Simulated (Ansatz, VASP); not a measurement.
# One calculation of SrTiO3, two programs

INCAR

```
SYSTEM = SrTiO3
ALGO = Normal
EDIFF = 1E-6
ENCUT = 520
GGA = PE
ISIF = 2
ISMEAR = 0
LASPH = .True.
LCHARG = .True.
LDAU = .True.
LDAUJ = 0 0 0
LDAUL = -1 2 -1
LDAUPRINT = 1
LDAUTYPE = 2
LDAUU = 0 4 0
LELF = .True.
LMAXMIX = 4
LREAL = .False.
LVHAR = .True.
LWAVE = .False.
NBANDS = 28
NELM = 150
PREC = Accurate
SIGMA = 0.02
```

File KPOINTS:

```
k-points
0
Gamma
  8 8 8
  0 0 0
```

Contents of POSCAR:

```
SrTiO3
1.0
    4.0745184077      0.0000000000      0.0000000000
    0.0000000000      4.0745184077      0.0000000000
    0.0000000000      0.0000000000      4.0745184077
Sr Ti O
1 1 3
Direct
    0.5000000000      0.5000000000      0.5000000000
    0.0000000000      0.0000000000      0.0000000000
    0.5000000000      0.0000000000      0.0000000000
    0.0000000000      0.5000000000      0.0000000000
    0.0000000000      0.0000000000      0.5000000000
```

Input for Ansatz:

```yaml
crystal:
  lattice:
    - [4.0745184077, 0.0, 0.0]
    - [0.0, 4.0745184077, 0.0]
    - [0.0, 0.0, 4.0745184077]
  atoms:
    - { symbol: Sr, position: [0.5, 0.5, 0.5] }
    - { symbol: Ti, position: [0.0, 0.0, 0.0] }
    - { symbol: O, position: [0.5, 0.0, 0.0] }
    - { symbol: O, position: [0.0, 0.5, 0.0] }
    - { symbol: O, position: [0.0, 0.0, 0.5] }
basis:
  ecutwfc: 420
kpoints:
  mp_grid: { grid: [8, 8, 8] }
hamiltonian:
  xc: pbe
  hubbard: { sites: [{ species: Ti, l: d, u_eff: 4.0 }] }
scf:
  occupations: { method: gaussian, width: 0.02 }
output:
  forces: true
  stress: true
  eigenvalues: true
  write_density: true
  write_potential: true
  elf: true
  volumetric_format: npy
```

Alike in both runs: task single point; functional PBE; k mesh 8 × 8 × 8; occupations gaussian, width 0.02 eV; no spin polarisation; Hubbard terms Ti d U = 4.0 eV.

|  | VASP | Ansatz |
| --- | --- | --- |
| version | VASP 6.6.1 | Ansatz 0.2.0 |
| potentials or method | VASP PAW PBE potentials, release 64 (Sr_sv, Ti_sv, O), cutoff 520 eV | scalar-relativistic, plane waves, PAW |
| valence electrons in the cell | 40 | 40 |

```csv
,VASP,Ansatz,Ansatz less VASP
gap on the k mesh at the Fermi level (eV),2.08,2.06,-0.021
least direct gap on the mesh (eV),2.54,2.52,-0.022
pressure (GPa),-11.1,-13.0,-1.91
```

The programs project onto different local orbitals, so the same U acts differently, and such runs can settle in different states.
